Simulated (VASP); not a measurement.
# In: single point with PBE

The system is In.

```
In
1.0
    -1.69387    1.69387    2.39393
     1.69387   -1.69387    2.39393
     1.69387    1.69387   -2.39393
In
1
Direct
  0.00000 0.00000 0.00000
```

- Program: VASP 6.6.1
- Task: single point
- Functional: PBE
- Potentials or basis: VASP PAW PBE potentials, release 64 (In_d)
- Cutoff: 520 eV
- k mesh: 18 × 18 × 18
- Occupations: gaussian, width 0.1 eV
- Spin: no spin polarisation
- Dipole correction: no
- Further INCAR settings: ALGO = Fast; EDIFF = 1e-06; NBANDS = 12

```json
{
 "Pressure": "0.0 GPa"
}
```

Levels at points of the mesh, in eV from the Fermi level:
```csv
k point,band 2,band 3,band 4,band 5,band 6,band 7,band 8,band 9,band 10,band 11
"(0.00, 0.00, 0.00)",-14.59,-14.59,-14.44,-14.44,-9.21,10.14,10.14,10.14,11.42,13.59
"(0.50, 0.00, 0.00)",-14.58,-14.58,-14.30,-14.30,-4.29,-3.17,8.08,8.09,10.74,12.23
"(0.50, 0.50, 0.00)",-14.69,-14.31,-14.27,-14.27,-2.19,-2.06,3.93,3.94,7.13,7.40
"(0.50, 0.50, 0.50)",-14.69,-14.31,-14.27,-14.27,-2.18,-2.05,3.93,3.93,7.12,7.40
```

Wall time 3.9 min on 1 thread of AMD EPYC 7R13 Processor (Zen 3), with other jobs on the host, peak memory 0.24 GiB.

Caveat: spin-orbit coupling is left out, which moves the levels of the heavy elements.
